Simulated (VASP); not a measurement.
Input of a VASP 6.6.1 run:

Contents of INCAR:

```
SYSTEM = Ti
PREC = Accurate ; ENCUT = 520
EDIFF = 1E-6 ; ISMEAR = 0
SIGMA = 0.1 ; LREAL = .FALSE.
LASPH = .TRUE. ; NELM = 150
ALGO = Normal ; ISIF = 2
LWAVE = .FALSE. ; LCHARG = .FALSE.
ISPIN = 2 ; MAGMOM = 1
LORBIT = 11 ; LMAXMIX = 4
GGA = PS ; IVDW = 12
NBANDS = 16
```

The input KPOINTS:

```
Automatic mesh
0
G
  11 11 11
  0 0 0
```

The input POSCAR:

```
Ti
1.0
    2.8708535316      0.0000000000      0.0000000000
    1.4354267658      2.4862320889      0.0000000000
    1.4354267658      0.8287440296      2.3440420929
Ti
1
Direct
    0.0000000000      0.0000000000      0.0000000000
```

Potentials or basis: VASP PAW PBE potentials, release 64 (Ti_sv).

Launch:

```console
$ cat potpaw_PBE.64/Ti_sv/POTCAR > POTCAR
$ mpirun -np 1 vasp_std > vasp.out
```

(1) Estimate the net moment.

(2) Predict the band gap on the k mesh.

(3) Predict the dispersion energy per atom.

(4) Estimate the pressure.

Results:

(1) 0.00 μB per cell.

(2) zero (filled and empty bands overlap).

(3) -0.623 eV.

(4) -7.1 GPa.

Caveat: three body term missing; the PAW data sets were made with another functional, which shifts forces and pressure a little; pairwise dispersion overbinds metals, which lowers pressure and volume.
